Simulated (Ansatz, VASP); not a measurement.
# One calculation of Cu, two programs

```
CELL_PARAMETERS angstrom
-1.42093 1.42093 1.42093
1.42093 -1.42093 1.42093
1.42093 1.42093 -1.42093
ATOMIC_POSITIONS crystal
Cu 0.00000 0.00000 0.00000
```

Alike in both runs: task single point; functional r2SCAN; k mesh 17 × 17 × 17; occupations fermi-dirac, width 0.1 eV; no spin polarisation.

|  | VASP | Ansatz |
| --- | --- | --- |
| version | VASP 6.6.1 | Ansatz 0.2.0 |
| potentials or method | VASP PAW PBE potentials, release 64 (Cu), cutoff 520 eV | plane waves (500 eV) with PAW, scalar-relativistic |
| valence electrons in the cell | 11 | 19 |

|  | VASP | Ansatz | Ansatz less VASP |
| --- | --- | --- | --- |
| pressure (GPa) | 0.6 | 0.0 | -0.55 |

VASP's potentials were made for PBE, not for r2SCAN. The functional is the same, so the differences come from potentials, cutoffs and numerics. VASP's potentials hold 11 valence electrons a cell and Ansatz's 19, so a difference there can come from the potentials and not from the codes.
